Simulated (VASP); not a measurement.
Wanted: the native input for a VASP 6.6.1 run.

```yaml
Task: relaxation of cell and atoms
Functional: PBE
Potentials_or_basis: VASP PAW PBE potentials, release 64 (N, As, B)
Cutoff: 600 eV
k_mesh: 12 × 12 × 4
Occupations: fermi-dirac, width 0.02 eV
Spin: no spin polarisation
Dipole_correction: no
Further_INCAR_settings: ALGO = Normal; EDIFF = 1e-06; IBRION = 2; EDIFFG = -0.005; NSW = 80; ISIF = 3
```

The structure of B3AsN2 lies in POSCAR:

```
B3AsN2
1.0
    2.6875801458      0.0000000000      0.0000000000
   -1.3437900729      2.3275126810      0.0000000000
    0.0000000000      0.0000000000      6.5832000000
N As B
2 1 3
Direct
    0.0000000000      0.0000000000      0.0000000000
    0.3333333333      0.6666666667      0.3333333333
    0.6666666667      0.3333333333      0.6666666667
    0.3333333333      0.6666666667      0.0833333333
    0.6666666667      0.3333333333      0.4166666667
    0.0000000000      0.0000000000      0.7500000000
```

The input as run:

INCAR

```
PREC = Accurate
ENCUT = 600
EDIFF = 1E-6
ISMEAR = -1
SIGMA = 0.02
LREAL = F
LASPH = T
NELM = 80
ALGO = Normal
ISIF = 3
LWAVE = F
LCHARG = F
GGA = PE
IBRION = 2
NSW = 80
EDIFFG = -0.005
```

KPOINTS

```
regular mesh
0
Gamma
  12 12 4
```

Potentials or basis: VASP PAW PBE potentials, release 64 (N, As, B).

Run with:

```bash
$ cat potpaw_PBE.64/N/POTCAR potpaw_PBE.64/As/POTCAR potpaw_PBE.64/B/POTCAR > POTCAR
$ mpirun -np 1 vasp_std > vasp.out
```

It gave:

| Quantity | Value |
| --- | --- |
| Relaxed volume | 8.40 Å³/atom |
| Relaxed cell | a = 2.850 Å, b = 2.850 Å, c = 7.161 Å, α = 90.00°, β = 90.00°, γ = 120.00° |
| Space group after relaxing (to 0.1 Å) | P3m1 (No. 156) |
| Energy gained by relaxing | 1005.9 meV/atom |
| Ionic steps | 19 |
| Pressure after relaxing | 0.0 GPa |
| Band gap on the k mesh | zero (bands 12 and 13 overlap by 1.34 eV) |

Caveat: the volume moved by over 15 % at a fixed basis, so the end points are rough.

It took 8.2 min on 1 thread of Intel(R) Xeon(R) Platinum 8488C (Sapphire Rapids), with other jobs on the host, peak memory 0.23 GiB.
